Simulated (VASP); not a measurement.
# MnS (Fm-3m) in VASP: notebook

Runs on MnS. Level: LDA+U. Tasks: single point, relaxation of cell and atoms.

Program: VASP 6.6.1. These are calculated values, not measurements. Logs are shortened: lines on timing, memory, paths and dates and some standing lists are left out, and cuts for length are marked.

### 1 The cell of the first run

Symmetry: Fm-3m, No. 225, cubic system. The conventional cell has a = 5.245 Å, b = 5.245 Å, c = 5.245 Å, α = 90.00°, β = 90.00°, γ = 90.00°. Mn (site symmetry m-3m) has 6 S at 2.62 Å within 3.5 Å. Within 3.5 Å of S (site symmetry m-3m) lie 6 Mn at 2.62 Å.

### 2 Single point, LDA+U, collinear spin, ferromagnetic start

INCAR reads:

```
SYSTEM = MnS
PREC = Accurate ; ENCUT = 520
EDIFF = 1E-6 ; ISMEAR = -1
SIGMA = 0.05 ; LREAL = .FALSE.
LASPH = .TRUE. ; NELM = 150
ALGO = Normal ; ISIF = 2
LWAVE = .FALSE. ; LCHARG = .FALSE.
ISPIN = 2 ; MAGMOM = 4 0
LORBIT = 11 ; LMAXMIX = 4
LDAU = .TRUE. ; LDAUTYPE = 2
LDAUL = 2 -1 ; LDAUU = 8 0
LDAUJ = 0 0 ; LDAUPRINT = 1
GGA = CA ; NBANDS = 20
```

KPOINTS reads:

```
regular mesh
0
G
  9 9 9
  0 0 0
```

POSCAR reads:

```
MnS
1.0
    0.0000000000      2.6223209186      2.6223209186
    2.6223209186      0.0000000000      2.6223209186
    2.6223209186      2.6223209186      0.0000000000
Mn S
1 1
Direct
    0.0000000000      0.0000000000      0.0000000000
    0.5000000000      0.5000000000      0.5000000000
```

Potentials or basis: VASP PAW LDA potentials, release 64 (Mn_pv, S).

On the command line:

```sh
> cat potpaw_LDA.64/Mn_pv/POTCAR potpaw_LDA.64/S/POTCAR > POTCAR
> mpirun -np 1 vasp_std > vasp.out
```

OUTCAR:

```text
SYSTEM = MnS
   PREC = Accurate
   ENCUT = 520
   EDIFF = 1E-6
   ISMEAR = -1
   LREAL = .FALSE.
   LASPH = .TRUE.
   NELM = 150
   ISIF = 2
   ISPIN = 2
   LORBIT = 11
   GGA = CA

 ion  position               nearest neighbor table
   1  0.000  0.000  0.000-   2 2.62   2 2.62   2 2.62   2 2.62   2 2.62   2 2.62
   2  0.500  0.500  0.500-   1 2.62   1 2.62   1 2.62   1 2.62   1 2.62   1 2.62

  LATTYP: Found a face centered cubic cell.
 ALAT       =     5.2446418372

  Lattice vectors:

 A1 = (   0.0000000000,   2.6223209186,   2.6223209186)
 A2 = (   2.6223209186,   0.0000000000,   2.6223209186)
 A3 = (   2.6223209186,   2.6223209186,   0.0000000000)

Analysis of symmetry for initial positions (statically):
=====================================================================
 Subroutine PRICEL returns:
 Original cell was already a primitive cell.

 Routine SETGRP: Setting up the symmetry group for a
 face centered cubic supercell.

 Subroutine GETGRP returns: Found 48 space group operations
 (whereof 48 operations were pure point group operations)
 out of a pool of 48 trial point group operations.

The static configuration has the point symmetry O_h .

Analysis of symmetry for dynamics (positions and initial velocities):
=====================================================================
 Subroutine PRICEL returns:
 Original cell was already a primitive cell.

 Routine SETGRP: Setting up the symmetry group for a
 face centered cubic supercell.

 Subroutine GETGRP returns: Found 48 space group operations
 (whereof 48 operations were pure point group operations)
 out of a pool of 48 trial point group operations.

The dynamic configuration has the point symmetry O_h .

Analysis of structural, dynamic, and magnetic symmetry:
=====================================================================
 Subroutine PRICEL returns:
 Original cell was already a primitive cell.

 Routine SETGRP: Setting up the symmetry group for a
 face centered cubic supercell.

 Subroutine GETGRP returns: Found 48 space group operations
 (whereof 48 operations were pure point group operations)
 out of a pool of 48 trial point group operations.

The overall configuration has the point symmetry O_h .

 Subroutine INISYM returns: Found 48 space group operations
 (whereof 48 operations are pure point group operations),
 and found     1 'primitive' translations

----------------------------------------------------------------------------------------

                                     Primitive cell

  volume of cell :      36.0651

  direct lattice vectors                    reciprocal lattice vectors
     0.000000000  2.622320919  2.622320919    -0.190670790  0.190670790  0.190670790
     2.622320919  0.000000000  2.622320919     0.190670790 -0.190670790  0.190670790
     2.622320919  2.622320919  0.000000000     0.190670790  0.190670790 -0.190670790

  length of vectors
     3.708521808  3.708521808  3.708521808     0.330251495  0.330251495  0.330251495

  position of ions in fractional coordinates (direct lattice)
[... 8 lines left out ...]
----------------------------------------------------------------------------------------

 KPOINTS: regular mesh

Automatic generation of k-mesh.
 Grid dimensions read from file:
 generate k-points for:    9    9    9

 Generating k-lattice:

  Cartesian coordinates                     Fractional coordinates (reciprocal lattice)
    -0.021185643  0.021185643  0.021185643     0.111111111  0.000000000  0.000000000
     0.021185643 -0.021185643  0.021185643     0.000000000  0.111111111  0.000000000
     0.021185643  0.021185643 -0.021185643     0.000000000  0.000000000  0.111111111

  Length of vectors
     0.036694611  0.036694611  0.036694611

  Shift w.r.t. Gamma in fractional coordinates (k-lattice)
     0.000000000  0.000000000  0.000000000

 Subroutine IBZKPT returns following result:
 ===========================================

 Found     35 irreducible k-points:

 Following reciprocal coordinates:
            Coordinates               Weight
  0.000000  0.000000  0.000000      1.000000
  0.111111  0.000000  0.000000      8.000000
  0.222222  0.000000  0.000000      8.000000
  0.333333  0.000000  0.000000      8.000000
  0.444444  0.000000  0.000000      8.000000
  0.111111  0.111111  0.000000      6.000000
[... 16 lines left out ...]
 -0.333333  0.333333  0.000000     12.000000
  0.444444  0.444444  0.000000      6.000000
 [... further k-points ...]
   k-points           NKPTS =     35   k-points in BZ     NKDIM =     35   number of bands    NBANDS=     20
   number of dos      NEDOS =    301   number of ions     NIONS =      2
   total plane-waves  NPLWV =  21952
   dimension x,y,z NGX =    28 NGY =   28 NGZ =   28
   dimension x,y,z NGXF=    56 NGYF=   56 NGZF=   56
   ions per type =               1   1
   NGX,Y,Z   is equivalent  to a cutoff of  12.55, 12.55, 12.55 a.u.
   NGXF,Y,Z  is equivalent  to a cutoff of  25.10, 25.10, 25.10 a.u.
 SYSTEM =  MnS
   PREC   = accura    normal or accurate (medium, high low for compatibility)
   ISTART =      0    job   : 0-new  1-cont  2-samecut
   ICHARG =      2    charge: 1-file 2-atom 10-const
   ISPIN  =      2    spin polarized calculation?
   LNONCOLLINEAR =      F non collinear calculations
   LSORBIT =      F    spin-orbit coupling
   LASPH  =      T    aspherical Exc in radial PAW
   ENCUT  =  520.0 eV  38.22 Ry    6.18 a.u.   6.90  6.90  6.90*2*pi/ulx,y,z
   NELM   =    150;   NELMIN=  2; NELMDL= -5     # of ELM steps
   EDIFF  = 0.1E-05   stopping-criterion for ELM
   LREAL  =      F    real-space projection
[... 7 lines left out ...]
   TEBEG  =    0.0;   TEEND  =   0.0 temperature during run
   PSTRESS=    0.0 pullay stress
   NELECT =      19.0000    total number of electrons
   NUPDOWN=      -1.0000    fix difference up-down
   EMIN   =  10.00;   EMAX   =-10.00  energy-range for DOS
   EFERMI =   0.00;   METHOD = LEGACY
   ISMEAR =    -1;   SIGMA  =   0.05  broadening in eV -4-tet -1-fermi 0-gaus
   EFERMI_NEDOS =   21; number of points for ismear=-14 and -15
   IALGO  =     38    algorithm
   IMIX   =      4    mixing-type and parameters
     AMIX     =   0.40;   BMIX     =  1.00
     AMIX_MAG =   1.60;   BMIX_MAG =  1.00
  volume/ion in A,a.u.               =      18.03       121.69
  Fermi-wavevector in a.u.,A,eV,Ry     =   1.322199  2.498594 23.785848  1.748210
  Thomas-Fermi vector in A             =   2.451898
   LORBIT       =     11    0 simple, 1 ext, 2 COOP (PROOUT), +10 PAW based schemes
 LDA+U is selected, type is set to LDAUTYPE =  2
   angular momentum for each species LDAUL =     2   -1
   U (eV)           for each species LDAUU =   8.0  0.0
   J (eV)           for each species LDAUJ =   0.0  0.0
   GGA     = CA    functional components
   LHFCALC =     F    Hartree Fock is set to
   AEXX    =    0.0000 exact exchange contribution
   IVDW    =     0    specifies the selected vdW correction
   LEPSILON=     F    determine dielectric tensor
   LRPA    =     F    only Hartree local field effects (RPA)
 spin polarized calculation
  energy-cutoff  :      520.00
  volume of cell :       36.07
 maximum number of plane-waves:       984
   NGX = 13   NGY = 13   NGZ = 13

atom =   1  type =  1  l = 2

 onsite density matrix

spin component  1

  0.9449  0.0000 -0.0000 -0.0000 -0.0000
  0.0000  0.9449 -0.0000 -0.0000  0.0000
 -0.0000 -0.0000  0.9668 -0.0000 -0.0000
 -0.0000 -0.0000 -0.0000  0.9449 -0.0000
 -0.0000  0.0000 -0.0000 -0.0000  0.9668

spin component  2

  0.0108 -0.0000 -0.0000  0.0000  0.0000
 -0.0000  0.0108  0.0000 -0.0000  0.0000
 -0.0000  0.0000  0.0548  0.0000 -0.0000
  0.0000 -0.0000  0.0000  0.0108 -0.0000
  0.0000  0.0000 -0.0000 -0.0000  0.0548

 occupancies and eigenvectors

  o =  0.0108  v =  0.0000  0.0000  0.0000  0.0000  0.0000  0.0001 -0.8991  0.0000 -0.4377  0.0000      0.0000  0.0000  0.0000  0.0000  0.0000  0.0000  0.0000  0.0000  0.0000  0.0000
  o =  0.0108  v =  0.0000  0.0000  0.0000  0.0000  0.0000  0.0003  0.4377  0.0000 -0.8991 -0.0000      0.0000  0.0000  0.0000  0.0000  0.0000  0.0000  0.0000  0.0000  0.0000  0.0000
  o =  0.0108  v =  0.0000  0.0000  0.0000  0.0000  0.0000  1.0000 -0.0001  0.0000  0.0003 -0.0000      0.0000  0.0000  0.0000  0.0000  0.0000  0.0000  0.0000  0.0000  0.0000  0.0000
  o =  0.0548  v =  0.0000  0.0000  0.0000  0.0000  0.0000 -0.0000 -0.0000  0.9629  0.0000  0.2700      0.0000  0.0000  0.0000  0.0000  0.0000  0.0000  0.0000  0.0000  0.0000  0.0000
  o =  0.0548  v =  0.0000  0.0000  0.0000  0.0000  0.0000  0.0000  0.0000 -0.2700 -0.0000  0.9629      0.0000  0.0000  0.0000  0.0000  0.0000  0.0000  0.0000  0.0000  0.0000  0.0000
  o =  0.9449  v =  1.0000  0.0000  0.0000  0.0000  0.0000  0.0000  0.0000  0.0000  0.0000  0.0000      0.0000  0.0000  0.0000  0.0000  0.0000  0.0000  0.0000  0.0000  0.0000  0.0000
  o =  0.9449  v =  0.0000 -0.1613  0.0000 -0.9869 -0.0000  0.0000  0.0000  0.0000  0.0000  0.0000      0.0000  0.0000  0.0000  0.0000  0.0000  0.0000  0.0000  0.0000  0.0000  0.0000
  o =  0.9449  v =  0.0000  0.9869  0.0000 -0.1613  0.0000  0.0000  0.0000  0.0000  0.0000  0.0000      0.0000  0.0000  0.0000  0.0000  0.0000  0.0000  0.0000  0.0000  0.0000  0.0000
  o =  0.9668  v =  0.0000  0.0000 -1.0000 -0.0000  0.0036  0.0000  0.0000  0.0000  0.0000  0.0000      0.0000  0.0000  0.0000  0.0000  0.0000  0.0000  0.0000  0.0000  0.0000  0.0000
  o =  0.9668  v =  0.0000 -0.0000  0.0036 -0.0000  1.0000  0.0000  0.0000  0.0000  0.0000  0.0000      0.0000  0.0000  0.0000  0.0000  0.0000  0.0000  0.0000  0.0000  0.0000  0.0000

 number of electron      18.9999988 magnetization       5.0000267

 Free energy of the ion-electron system (eV)
  ---------------------------------------------------
  ext. energy  EPLUGINS =         0.00000000
  ---------------------------------------------------
  free energy    TOTEN  =       -12.86701797 eV

  energy without entropy =      -12.86701796  energy(sigma->0) =      -12.86701796

 E-fermi :   6.3902     XC(G=0): -10.8369

 val. band max:        5.5986924492   @ k =  -0.3333   0.1111   0.0000
 cond. band min:       7.0805409916   @ k =   0.4444   0.4444   0.0000
 fundamental gap:      1.4818485424
 Fermi energy:         6.3902378564

 spin component 1

 k-point     1 :       0.0000    0.0000    0.0000
  band No.  band energies     occupation
      1     -44.2007      1.00000
      2     -44.2007      1.00000
      3     -44.2007      1.00000
      4      -7.8900      1.00000
      5      -0.5983      1.00000
      6      -0.5983      1.00000
[... 12 lines left out ...]
     19      17.1339      0.00000
     20      18.0513      0.00000
[... 507 lines left out ...]
 k-point    24 :       0.4444    0.4444    0.0000
  band No.  band energies     occupation
      1     -44.2074      1.00000
      2     -44.2036      1.00000
      3     -44.2036      1.00000
      4      -6.6648      1.00000
      5      -0.7285      1.00000
      6      -0.4424      1.00000
[... 12 lines left out ...]
     19      20.9794      0.00000
     20      20.9794      0.00000

 [... further k-points ...]

 spin component 2

 k-point     1 :       0.0000    0.0000    0.0000
  band No.  band energies     occupation
      1     -39.6128      1.00000
      2     -39.6128      1.00000
      3     -39.6128      1.00000
      4      -7.6291      1.00000
      5       4.8925      1.00000
      6       4.8925      1.00000
[... 12 lines left out ...]
     19      19.4192      0.00000
     20      19.4192      0.00000
[... 507 lines left out ...]
 k-point    24 :       0.4444    0.4444    0.0000
  band No.  band energies     occupation
      1     -39.6222      1.00000
      2     -39.6168      1.00000
      3     -39.6168      1.00000
      4      -6.1385      1.00000
      5       0.9969      1.00000
      6       3.3776      1.00000
[... 12 lines left out ...]
     19      21.3415      0.00000
     20      21.9033      0.00000

 [... further k-points ...]

------------------------ aborting loop because EDIFF is reached ----------------------------------------

  FORCE on cell =-STRESS in cart. coord.  units (eV):
  Direction    XX          YY          ZZ          XY          YZ          ZX
  --------------------------------------------------------------------------------------
  -------------------------------------------------------------------------------------
  Total       -0.4066185     -0.4066185     -0.4066185      0.0000000     -0.0000000     -0.0000000
  in kB      -18.0638449    -18.0638449    -18.0638449      0.0000000     -0.0000000     -0.0000000
  external PRESSURE =     -18.0638449 kB  Pullay stress =       0.0000000 kB

 VOLUME and BASIS-vectors are now :
 -----------------------------------------------------------------------------
  energy-cutoff  :      520.00
  volume of cell :       36.07
      direct lattice vectors                 reciprocal lattice vectors
     0.000000000  2.622320919  2.622320919    -0.190670790  0.190670790  0.190670790
     2.622320919  0.000000000  2.622320919     0.190670790 -0.190670790  0.190670790
     2.622320919  2.622320919  0.000000000     0.190670790  0.190670790 -0.190670790

 POSITION                                       TOTAL-FORCE (eV/Angst)
 -----------------------------------------------------------------------------------
      0.00000      0.00000      0.00000        -0.000000      0.000000     -0.000000
      2.62232      2.62232      2.62232         0.000000     -0.000000      0.000000
 -----------------------------------------------------------------------------------
    total drift:                               -0.000000      0.000000      0.000000

  FREE ENERGIE OF THE ION-ELECTRON SYSTEM (eV)
  ---------------------------------------------------
  free  energy   TOTEN  =       -12.8670179687 eV

  energy  without entropy=      -12.8670179552  energy(sigma->0) =      -12.86701796

 total charge

# of ion       s       p       d       tot
------------------------------------------
    1        0.228   6.173   4.893  11.294
    2        1.319   2.453   0.000   3.772
--------------------------------------------------
tot          1.547   8.626   4.893  15.066

 magnetization (x)

# of ion       s       p       d       tot
------------------------------------------
    1        0.039   0.030   4.615   4.683
    2        0.013   0.029   0.000   0.042
--------------------------------------------------
tot          0.051   0.058   4.615   4.725
```

Run time: 84 s. Hardware: 1 thread of Oxide Virtual Turin-like, shared host; peak memory 0.13 GiB.

Results:

* Free energy: -12.8670 eV
* Pressure: -1.8 GPa
* Band gap on the k mesh: 1.48 eV, indirect (least direct gap 2.94 eV)
* Net moment: 5.00 μB per cell
* Site moments: Mn +4.68; S +0.04 μB
* Valence electrons inside the program's atomic spheres: Mn 11.29; S 3.77

Eigenvalues of the final occupation matrices:
```
    site  spin  trace               eigenvalues
site 1 d     1   4.77  0.94 0.94 0.94 0.97 0.97
site 1 d     2   0.14  0.01 0.01 0.01 0.05 0.05
```

Caveat: a cell with one magnetic atom can't hold antiferromagnetic order, which such compounds often take.

### 3 Relaxation of cell and atoms, LDA+U, collinear spin, ferromagnetic start

This run uses another cell than the first one, of 17.67 Å³/atom, 0.980 times its volume.

INCAR reads:

```
PREC = Accurate ; ENCUT = 600
EDIFF = 1E-6 ; ISMEAR = -1
SIGMA = 0.05 ; LREAL = False
LASPH = True ; NELM = 150
ALGO = Normal ; ISIF = 3
LWAVE = False ; LCHARG = False
ISPIN = 2 ; MAGMOM = 4 0
LORBIT = 11 ; LMAXMIX = 4
LDAU = True ; LDAUTYPE = 2
LDAUL = 2 -1 ; LDAUU = 1 0
LDAUJ = 0 0 ; LDAUPRINT = 1
IBRION = 2 ; NSW = 60
EDIFFG = -0.01
```

KPOINTS reads:

```
regular mesh
0
Gamma
  9 9 9
```

POSCAR reads:

```
MnS
1.0
    0.0000000000      2.6045000000      2.6045000000
    2.6045000000      0.0000000000      2.6045000000
    2.6045000000      2.6045000000      0.0000000000
Mn S
1 1
Direct
    0.0000000000      0.0000000000      0.0000000000
    0.5000000000      0.5000000000      0.5000000000
```

Potentials or basis: VASP PAW LDA potentials, release 64 (Mn_pv, S).

On the command line:

```sh
> cat potpaw_LDA.64/Mn_pv/POTCAR potpaw_LDA.64/S/POTCAR > POTCAR
> mpirun -np 1 vasp_std > vasp.out
```

Wall time 4.6 min (1 thread of Oxide Virtual Turin-like, shared host); peak memory 0.15 GiB.

The run converged. Its results:

```
Free energy                                           : -14.7429 eV
Relaxed volume                                        : 14.63 Å³/atom
Relaxed cell                                          : a = 3.459 Å, b = 3.459 Å, c = 3.459 Å, α = 60.00°, β = 60.00°, γ = 60.00°
Space group after relaxing (to 0.05 Å)                : Fm-3m (No. 225)
Energy gained by relaxing                             : 82.1 meV/atom
Ionic steps                                           : 6
Pressure after relaxing                               : 0.1 GPa
Net moment                                            : 4.07 μB per cell
Site moments                                          : Mn +3.77; S +0.06 μB
Valence electrons inside the program's atomic spheres : Mn 11.56; S 3.75
```

The path:
| step | energy change (eV) | largest force (eV/Å) | pressure (GPa) | volume (Å³) |
| --- | --- | --- | --- | --- |
| 1 | 0.0000 | 0.0000 | -8.56 | 35.33 |
| 2 | -0.1559 | 0.0000 | -1.89 | 30.72 |
| 3 | -0.1633 | 0.0000 | -0.68 | 29.75 |
| 4 | -0.1446 | 0.0000 | 5.10 | 27.88 |
| 5 | -0.1640 | 0.0000 | -0.37 | 29.52 |
| 6 | -0.1642 | 0.0000 | 0.07 | 29.26 |

Final structure:
```yaml
crystal:
  lattice:
    - [0.00000, 2.44583, 2.44583]
    - [2.44583, 0.00000, 2.44583]
    - [2.44583, 2.44583, 0.00000]
  atoms:
    - { symbol: Mn, position: [0.00000, 0.00000, 0.00000] }
    - { symbol: S, position: [0.50000, 0.50000, 0.50000] }
```

Levels at points of the mesh, in eV from the Fermi level:
Spin up:
| k point | band 8 | band 9 | band 10 | band 11 | band 12 | band 13 | band 14 | band 15 |
| --- | --- | --- | --- | --- | --- | --- | --- | --- |
| (0.00, 0.00, 0.00) | -3.52 | -3.52 | -2.04 | -2.04 | -2.04 | 3.33 | 9.03 | 9.03 |
Spin down:
```csv
k point,band 6,band 7,band 8,band 9,band 10,band 11
"(0.00, 0.00, 0.00)",-1.81,-1.81,-0.29,-0.29,-0.29,-0.11
```

Eigenvalues of the final occupation matrices:
```csv
site,spin,trace,eigenvalues
site 1 d,1,4.39,0.83 0.83 0.91 0.91 0.91
site 1 d,2,0.70,0.13 0.13 0.13 0.15 0.15
```

Caveat: the volume moved by over 15 % at a fixed basis, so the end points are rough; the volume moved by -17 % from the deposited cell, more than functionals usually miss; a cell with one magnetic atom can't hold antiferromagnetic order, which such compounds often take. Zero-point motion and thermal expansion aren't in these numbers.

(Part 1 of 2 ends here.)
